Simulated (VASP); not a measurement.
Crystal: Mg3ZnS4.

```
Mg Zn S
1.0
     0.03780   -0.01470    3.62409
     3.67029   -5.17255    0.05862
     3.70597    5.19768    0.01691
Mg Zn S
3 1 4
Cartesian
  5.7085 -2.7819 1.8914
  5.5431 2.9457 1.8043
  3.7129 -0.1402 -0.1380
  -0.1703 0.2842 0.2148
  3.7290 -2.6192 0.0531
  5.5192 -0.2251 1.8105
  1.8152 -0.0874 1.9076
  3.7231 2.6950 0.0067
```

```yaml
Program: VASP 6.6.1
Task: relaxation of cell and atoms
Functional: PBE
Potentials_or_basis: VASP PAW PBE potentials, release 64 (Mg, Zn, S)
Cutoff: 600 eV
k_mesh: 4 × 2 × 2
Occupations: gaussian, width 0.1 eV
Spin: no spin polarisation
```

At the start: pressure 5.0 GPa; volume 17.32 Å³/atom.

**Question.** How do energy, volume and symmetry change on relaxing?

**Answer.** Over 21 steps the energy falls by 120.2 meV/atom and the volume is 17.58 Å³/atom (+1.5 %); space group C2/m (No. 12, to 0.05 Å).

Step by step:
| step | energy change (eV) | largest force (eV/Å) | pressure (GPa) | volume (Å³) |
| --- | --- | --- | --- | --- |
| 1 | 0.0000 | 2.9647 | 4.97 | 138.59 |
| 2 | -0.5248 | 0.6127 | -2.48 | 149.59 |
| 3 | -0.5297 | 0.6554 | -1.84 | 148.25 |
| 4 | -0.6411 | 0.5790 | -0.50 | 144.86 |
| 5 | -0.7094 | 0.6029 | 2.17 | 139.48 |
| 6 | -0.7786 | 0.4981 | 1.50 | 140.17 |
| 7 | -0.8395 | 0.5214 | 0.33 | 141.72 |
| 8 | -0.8782 | 0.3653 | -0.29 | 142.52 |
| 9 | -0.9039 | 0.2181 | -1.25 | 143.92 |
| 10 | -0.9275 | 0.2328 | 0.13 | 141.02 |
| 11 | -0.9284 | 0.2393 | 0.47 | 140.36 |
| 12 | -0.9438 | 0.1746 | 0.38 | 140.31 |
| 13 | -0.9533 | 0.0737 | 0.32 | 140.24 |
| 14 | -0.9565 | 0.0586 | -0.36 | 141.45 |
| 15 | -0.9566 | 0.0601 | -0.26 | 141.27 |
| 16 | -0.9582 | 0.0589 | 0.04 | 140.70 |
| 17 | -0.9582 | 0.0588 | 0.07 | 140.65 |
| 18 | -0.9593 | 0.0503 | 0.05 | 140.67 |
| 19 | -0.9610 | 0.0444 | 0.00 | 140.74 |
| 20 | -0.9611 | 0.0465 | -0.02 | 140.76 |
| 21 | -0.9618 | 0.0244 | 0.02 | 140.66 |

Final structure:
```
Mg Zn S
1.0
     0.00730    0.00090    3.67879
     3.67317   -5.20423    0.00479
     3.67277    5.20571    0.01076
Mg Zn S
3 1 4
Direct
  0.50004 0.00011 0.50055
  0.49934 0.49919 0.99960
  0.00097 0.50024 0.50024
  0.99927 0.99914 0.00121
  0.00047 0.74755 0.25138
  0.49179 0.75929 0.75800
  0.50847 0.24152 0.24172
  0.99965 0.25296 0.74730
```

Caveat: the k points lie up to 0.52 Å⁻¹ apart in the final cell.
